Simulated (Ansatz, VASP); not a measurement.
**Two plane-wave programs on SnO2**

```xyz
3
Lattice="1.6171 0.9336 4.8006 -1.6171 0.9336 4.8006 0.0000 -1.8673 4.8006" Properties=species:S:1:pos:R:3 pbc="T T T"
Sn    0.0000    0.0000    7.2009
O     0.0000    0.0000    3.4157
O     0.0000    0.0000   10.9861
```

Alike in both runs: task single point; functional LDA; k mesh 6 × 6 × 6; occupations gaussian, width 0.1 eV; no spin polarisation.

|  | VASP | Ansatz |
| --- | --- | --- |
| version | VASP 6.6.1 | Ansatz 0.2.0 |
| potentials or method | VASP PAW LDA potentials, release 64 (Sn_d, O), cutoff 520 eV | scalar-relativistic, plane waves, PAW |
| valence electrons in the cell | 26 | 26 |

Ansatz gave:

| Quantity | Value |
| --- | --- |
| gap on the k mesh at the Fermi level (eV) | 1.77 |
| least direct gap on the mesh (eV) | 1.89 |
| pressure (GPa) | -9.1 |
| traceless stress, the component that is largest in VASP (GPa) | 1.77 |
| rms of the force components (eV/Å) | 0.319 |

Problem. Which values does VASP return?

Solution. gap on the k mesh at the Fermi level (eV): 1.77; least direct gap on the mesh (eV): 1.90; pressure (GPa): -8.5; traceless stress, the component that is largest in VASP (GPa): 1.29; rms of the force components (eV/Å): 0.291.

LDA's correlation is that of Perdew and Zunger in VASP and of Perdew and Wang (1992) in Ansatz. Atom by atom the forces differ by 0.027 eV/Å (rms over components).
